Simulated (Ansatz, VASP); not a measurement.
Hf: VASP beside Ansatz

```xyz
2
Lattice="3.1967 0.0000 0.0000 -1.5983 2.7684 0.0000 0.0000 0.0000 5.0578" Properties=species:S:1:pos:R:3 pbc="T T T"
Hf    1.5984    0.9228    3.7934
Hf    0.0000    1.8456    1.2645
```

Alike in both runs: task single point; functional PBE; k mesh 10 × 10 × 5; occupations gaussian, width 0.012 eV; no spin polarisation.

```csv
,VASP,Ansatz
version,VASP 6.6.1,Ansatz 0.2.0
potentials or method,"VASP PAW PBE potentials, release 64 (Hf_pv), cutoff 520 eV","all-electron LAPW, scalar-relativistic"
```

```tsv
	VASP	Ansatz	Ansatz less VASP
gap on the k mesh at the Fermi level (eV)	none	none	-
pressure (GPa)	0.3	0.7	+0.31
traceless stress, the component that is largest in VASP (GPa)	-0.18	-0.13	+0.056
```

A gap of «none» marks a metal or a gap that the smearing closes. Ansatz ran all-electron here, and VASP with PAW potentials.

Neither program's run includes spin-orbit coupling.
